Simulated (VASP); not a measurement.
# TaN (I4/mmm) in VASP: single point with PBE

Aim: the single point of TaN with PBE.

Everything below comes from runs of VASP 6.6.1. Logs are shortened: lines on timing, memory, paths and dates and some standing lists are left out, and cuts for length are marked.

## 1. The cell of the first run

It takes space group I4/mmm (No. 139, tetragonal). The conventional cell has a = 3.082 Å, b = 3.082 Å, c = 4.380 Å, α = 90.00°, β = 90.00°, γ = 90.00°. Within 2.9 Å of Ta (site symmetry 4/mmm) lie 6 N at 2.18 to 2.19 Å. N (site symmetry 4/mmm) has 6 Ta at 2.18 to 2.19 Å within 2.9 Å.

## 2. Single point, PBE (strain +0.0050 x Voigt [0, 1, 0, 0, 0, 0])

Input file INCAR:

```
SYSTEM = TaN
PREC     = Accurate       ! precision mode
ENCUT    = 700            ! plane-wave cutoff, eV
EDIFF    = 1E-6           ! SCF threshold, eV
ISMEAR   = 0              ! smearing method
SIGMA    = 0.15           ! smearing width, eV
LREAL    = .FALSE.        ! projectors in reciprocal space
LASPH    = .TRUE.         ! aspherical terms in the spheres
NELM     = 120            ! most SCF steps
ALGO     = Normal         ! electronic algorithm
ISIF     = 2              ! what is computed and relaxed
LWAVE    = .FALSE.        ! write WAVECAR
LCHARG   = .FALSE.        ! write CHGCAR
GGA      = PE             ! functional
NBANDS   = 16             ! bands
GGA_COMPAT= .FALSE.
```

Input file KPOINTS:

```
regular mesh
0
G
  18 18 18
  0 0 0
```

Input file POSCAR:

```
TaN
1.0
    0.0000000000      2.1898950000      2.1790000000
    2.1790000000      0.0000000000      2.1790000000
    2.1790000000      2.1898950000      0.0000000000
Ta N
1 1
Direct
    0.5000000000      0.5000000000      0.5000000000
    0.0000000000      0.0000000000      0.0000000000
```

Potentials or basis: VASP PAW PBE potentials, release 64 (Ta_sv_GW, N).

The run is started by

```
$ cat potpaw_PBE.64/Ta_sv_GW/POTCAR potpaw_PBE.64/N/POTCAR > POTCAR
$ mpirun -np 1 vasp_std > vasp.out
```

OUTCAR:

```text
SYSTEM = TaN
   PREC = Accurate
   ENCUT = 700
   EDIFF = 1E-6
   ISMEAR = 0
   LREAL = .FALSE.
   LASPH = .TRUE.
   NELM = 120
   ISIF = 2
   GGA = PE

 ion  position               nearest neighbor table
   1  0.500  0.500  0.500-   2 2.18   2 2.18   2 2.18   2 2.18   2 2.19   2 2.19
   2  0.000  0.000  0.000-   1 2.18   1 2.18   1 2.18   1 2.18   1 2.19   1 2.19

  LATTYP: Found a body centered tetragonal cell.
 ALAT       =     3.0815713524
 C/A-ratio  =     1.4212846302

  Lattice vectors:

 A1 = (   0.0000000000,  -2.1898950000,   2.1790000000)
 A2 = (   0.0000000000,  -2.1898950000,  -2.1790000000)
 A3 = (   2.1790000000,   2.1898950000,   0.0000000000)

Analysis of symmetry for initial positions (statically):
=====================================================================
 Subroutine PRICEL returns:
 Original cell was already a primitive cell.

 Routine SETGRP: Setting up the symmetry group for a
 body centered tetragonal supercell.

 Subroutine GETGRP returns: Found 16 space group operations
 (whereof 16 operations were pure point group operations)
 out of a pool of 16 trial point group operations.

The static configuration has the point symmetry D_4h.

Analysis of symmetry for dynamics (positions and initial velocities):
=====================================================================
 Subroutine PRICEL returns:
 Original cell was already a primitive cell.

 Routine SETGRP: Setting up the symmetry group for a
 body centered tetragonal supercell.

 Subroutine GETGRP returns: Found 16 space group operations
 (whereof 16 operations were pure point group operations)
 out of a pool of 16 trial point group operations.

The dynamic configuration has the point symmetry D_4h.

 Subroutine INISYM returns: Found 16 space group operations
 (whereof 16 operations are pure point group operations),
 and found     1 'primitive' translations

----------------------------------------------------------------------------------------

                                     Primitive cell

  volume of cell :      20.7954

  direct lattice vectors                    reciprocal lattice vectors
     0.000000000  2.189895000  2.179000000    -0.229463056  0.228321449  0.229463056
     2.179000000  0.000000000  2.179000000     0.229463056 -0.228321449  0.229463056
     2.179000000  2.189895000  0.000000000     0.229463056  0.228321449 -0.229463056

  length of vectors
     3.089284887  3.081571352  3.089284887     0.396783660  0.396783660  0.396783660

  position of ions in fractional coordinates (direct lattice)
     0.500000000  0.500000000  0.500000000
     0.000000000  0.000000000  0.000000000

  ion indices of the primitive-cell ions
   primitive index   ion index
                 1           1
                 2           2

----------------------------------------------------------------------------------------

 KPOINTS: regular mesh

Automatic generation of k-mesh.
 Grid dimensions read from file:
 generate k-points for:   18   18   18

 Generating k-lattice:

  Cartesian coordinates                     Fractional coordinates (reciprocal lattice)
    -0.012747948  0.012684525  0.012747948     0.055555556  0.000000000  0.000000000
     0.012747948 -0.012684525  0.012747948     0.000000000  0.055555556  0.000000000
     0.012747948  0.012684525 -0.012747948     0.000000000  0.000000000  0.055555556

  Length of vectors
     0.022043537  0.022043537  0.022043537

  Shift w.r.t. Gamma in fractional coordinates (k-lattice)
     0.000000000  0.000000000  0.000000000

 Subroutine IBZKPT returns following result:
 ===========================================

 Found    480 irreducible k-points:

 Following reciprocal coordinates:
            Coordinates               Weight
  0.000000  0.000000  0.000000      1.000000
  0.055556  0.000000 -0.000000      8.000000
  0.111111  0.000000 -0.000000      8.000000
  0.166667  0.000000  0.000000      8.000000
  0.222222  0.000000 -0.000000      8.000000
  0.277778  0.000000 -0.000000      8.000000
[... 16 lines left out ...]
 -0.277778  0.055556  0.000000     16.000000
 -0.222222  0.055556  0.000000     16.000000
 [... further k-points ...]
   k-points           NKPTS =    480   k-points in BZ     NKDIM =    480   number of bands    NBANDS=     16
   number of dos      NEDOS =    301   number of ions     NIONS =      2
   total plane-waves  NPLWV =  21952
   dimension x,y,z NGX =    28 NGY =   28 NGZ =   28
   dimension x,y,z NGXF=    56 NGYF=   56 NGZF=   56
   ions per type =               1   1
   NGX,Y,Z   is equivalent  to a cutoff of  15.07, 15.11, 15.07 a.u.
   NGXF,Y,Z  is equivalent  to a cutoff of  30.14, 30.21, 30.14 a.u.
 SYSTEM =  TaN
   PREC   = accura    normal or accurate (medium, high low for compatibility)
   ISTART =      0    job   : 0-new  1-cont  2-samecut
   ICHARG =      2    charge: 1-file 2-atom 10-const
   ISPIN  =      1    spin polarized calculation?
   LNONCOLLINEAR =      F non collinear calculations
   LSORBIT =      F    spin-orbit coupling
   LASPH  =      T    aspherical Exc in radial PAW
   ENCUT  =  700.0 eV  51.45 Ry    7.17 a.u.   6.66  6.65  6.66*2*pi/ulx,y,z
   NELM   =    120;   NELMIN=  2; NELMDL= -5     # of ELM steps
   EDIFF  = 0.1E-05   stopping-criterion for ELM
   LREAL  =      F    real-space projection
   EDIFFG = 0.1E-04   stopping-criterion for IOM
   NSW    =      0    number of steps for IOM
   IBRION =     -1    ionic relax: 0-MD 1-quasi-New 2-CG
   NFREE  =      0    steps in history (QN), initial steepest desc. (CG)
   ISIF   =      2    stress and relaxation
   ISYM   =      2    0-nonsym 1-usesym 2-fastsym
   POTIM  = 0.5000    time-step for ionic-motion
   TEBEG  =    0.0;   TEEND  =   0.0 temperature during run
   PSTRESS=    0.0 pullay stress
   NELECT =      18.0000    total number of electrons
   NUPDOWN=      -1.0000    fix difference up-down
   EMIN   =  10.00;   EMAX   =-10.00  energy-range for DOS
   EFERMI =   0.00;   METHOD = LEGACY
   ISMEAR =     0;   SIGMA  =   0.15  broadening in eV -4-tet -1-fermi 0-gaus
   EFERMI_NEDOS =   21; number of points for ismear=-14 and -15
   IALGO  =     38    algorithm
   IMIX   =      4    mixing-type and parameters
     AMIX     =   0.40;   BMIX     =  1.00
     AMIX_MAG =   1.60;   BMIX_MAG =  1.00
  volume/ion in A,a.u.               =      10.40        70.17
  Fermi-wavevector in a.u.,A,eV,Ry     =   1.560186  2.948324 33.119040  2.434181
  Thomas-Fermi vector in A             =   2.663435
   LORBIT       =      0    0 simple, 1 ext, 2 COOP (PROOUT), +10 PAW based schemes
   GGA     = PE    functional components
   LHFCALC =     F    Hartree Fock is set to
   AEXX    =    0.0000 exact exchange contribution
   IVDW    =     0    specifies the selected vdW correction
   LEPSILON=     F    determine dielectric tensor
   LRPA    =     F    only Hartree local field effects (RPA)
 non-spin polarized calculation
 Gauss-broadening in eV      SIGMA  =   0.15
  energy-cutoff  :      700.00
  volume of cell :       20.80
 maximum number of plane-waves:       897
   NGX = 13   NGY = 13   NGZ = 13

 number of electron      18.0000000 magnetization

 Free energy of the ion-electron system (eV)
  ---------------------------------------------------
  ext. energy  EPLUGINS =         0.00000000
  ---------------------------------------------------
  free energy    TOTEN  =       -24.33518448 eV

  energy without entropy =      -24.32568370  energy(sigma->0) =      -24.33043409

 E-fermi :  14.1768     XC(G=0): -13.9132

 val. band max:       14.1763432540   @ k =  -0.3333   0.1667   0.0556
 cond. band min:      14.1868581210   @ k =   0.1667   0.2222   0.0556
 fundamental gap:      0.0105148670
 Fermi energy:        14.1767584154

 k-point     1 :       0.0000    0.0000    0.0000
  band No.  band energies     occupation
      1     -55.3748      2.00000
      2     -21.5476      2.00000
      3     -21.5449      2.00000
      4     -21.5449      2.00000
      5      -4.8700      2.00000
      6      10.2556      2.00000
[... 8 lines left out ...]
     15      23.3341      0.00000
     16      38.6413      0.00000

 k-point     2 :       0.0556    0.0000   -0.0000
  band No.  band energies     occupation
      1     -55.3729      2.00000
      2     -21.5762      2.00000
      3     -21.5495      2.00000
      4     -21.5475      2.00000
      5      -4.7918      2.00000
      6       9.8501      2.00000
[... 8 lines left out ...]
     15      23.5722      0.00000
     16      37.3715      0.00000

 k-point     3 :       0.1111    0.0000   -0.0000
  band No.  band energies     occupation
      1     -55.3675      2.00000
      2     -21.6627      2.00000
      3     -21.5576      2.00000
      4     -21.5549      2.00000
      5      -4.5642      2.00000
      6       8.9582      2.00000
[... 8 lines left out ...]
     15      24.2453      0.00000
     16      35.3609      0.00000

 k-point     4 :       0.1667    0.0000    0.0000
  band No.  band energies     occupation
      1     -55.3593      2.00000
      2     -21.7926      2.00000
      3     -21.5700      2.00000
      4     -21.5664      2.00000
      5      -4.2069      2.00000
      6       7.9268      2.00000
[... 8 lines left out ...]
     15      25.2200      0.00000
     16      33.4319      0.00000
[... 324 lines left out ...]
 k-point    22 :      -0.3333    0.0556    0.0000
  band No.  band energies     occupation
      1     -55.3239      2.00000
      2     -22.2917      2.00000
      3     -21.6465      2.00000
      4     -21.6101      2.00000
      5      -2.5353      2.00000
      6       4.7608      2.00000
[... 8 lines left out ...]
     15      26.2021      0.00000
     16      28.3295      0.00000

 k-point    23 :      -0.2778    0.0556    0.0000
  band No.  band energies     occupation
      1     -55.3335      2.00000
      2     -22.1567      2.00000
      3     -21.6345      2.00000
      4     -21.5936      2.00000
      5      -3.0382      2.00000
      6       5.5475      2.00000
[... 8 lines left out ...]
     15      26.6181      0.00000
     16      29.4966      0.00000

 k-point    24 :      -0.2222    0.0556    0.0000
  band No.  band energies     occupation
      1     -55.3442      2.00000
      2     -22.0031      2.00000
      3     -21.6188      2.00000
      4     -21.5773      2.00000
      5      -3.5489      2.00000
      6       6.4459      2.00000
[... 8 lines left out ...]
     15      26.5583      0.00000
     16      30.5729      0.00000

 [... further k-points ...]

------------------------ aborting loop because EDIFF is reached ----------------------------------------

  FORCE on cell =-STRESS in cart. coord.  units (eV):
  Direction    XX          YY          ZZ          XY          YZ          ZX
  --------------------------------------------------------------------------------------
  -------------------------------------------------------------------------------------
  Total        1.7869072      1.3506422      1.7869072     -0.0000000     -0.0000000      0.0000000
  in kB      137.6717474    104.0598405    137.6717474     -0.0000000     -0.0000000      0.0000000
  external PRESSURE =     126.4677784 kB  Pullay stress =       0.0000000 kB

 VOLUME and BASIS-vectors are now :
 -----------------------------------------------------------------------------
  energy-cutoff  :      700.00
  volume of cell :       20.80
      direct lattice vectors                 reciprocal lattice vectors
     0.000000000  2.189895000  2.179000000    -0.229463056  0.228321449  0.229463056
     2.179000000  0.000000000  2.179000000     0.229463056 -0.228321449  0.229463056
     2.179000000  2.189895000  0.000000000     0.229463056  0.228321449 -0.229463056

 POSITION                                       TOTAL-FORCE (eV/Angst)
 -----------------------------------------------------------------------------------
      2.17900      2.18989      2.17900        -0.000000      0.000000      0.000000
      0.00000      0.00000      0.00000         0.000000      0.000000     -0.000000
 -----------------------------------------------------------------------------------
    total drift:                                0.000000      0.000000      0.000000

  FREE ENERGIE OF THE ION-ELECTRON SYSTEM (eV)
  ---------------------------------------------------
  free  energy   TOTEN  =       -24.3351844776 eV

  energy  without entropy=      -24.3256837016  energy(sigma->0) =      -24.33043409
```

Run time: 4.3 min. Hardware: 1 thread of Intel Xeon Platinum 8259CL at 2.50GHz (Skylake/Cascade Lake), shared host; peak memory 0.4 GiB.

Results:

- Free energy: -24.3352 eV
- Pressure: 12.6 GPa
- Band gap on the k mesh: zero (bands 9 and 10 overlap by 4.10 eV)

Stress tensor (GPa, compression positive):
```
13.77  0.00  0.00
 0.00 10.41  0.00
 0.00  0.00 13.77
```

Levels at points of the mesh, in eV from the Fermi level:
| k point | band 5 | band 6 | band 7 | band 8 | band 9 | band 10 | band 11 | band 12 | band 13 | band 14 |
| --- | --- | --- | --- | --- | --- | --- | --- | --- | --- | --- |
| (0.00, 0.00, 0.00) | -19.05 | -3.92 | -3.90 | -3.90 | -2.22 | -2.15 | -2.15 | 0.03 | 0.10 | 1.69 |
| (0.50, 0.00, 0.00) | -15.90 | -10.57 | -7.76 | -7.76 | 1.95 | 1.98 | 2.05 | 3.85 | 7.70 | 7.83 |
| (0.50, 0.50, 0.00) | -17.80 | -6.68 | -5.63 | -4.72 | -4.70 | 2.19 | 3.64 | 3.71 | 4.77 | 7.07 |
| (0.50, 0.00, 0.50) | -17.80 | -6.73 | -5.62 | -4.68 | -4.68 | 2.19 | 3.67 | 3.67 | 4.75 | 7.04 |

Caveat: the cell differs from its parent crystal (strain +0.0050 x Voigt [0, 1, 0, 0, 0, 0]); the cell stands under pressure; spin-orbit coupling is left out, which moves the levels of the heavy elements.
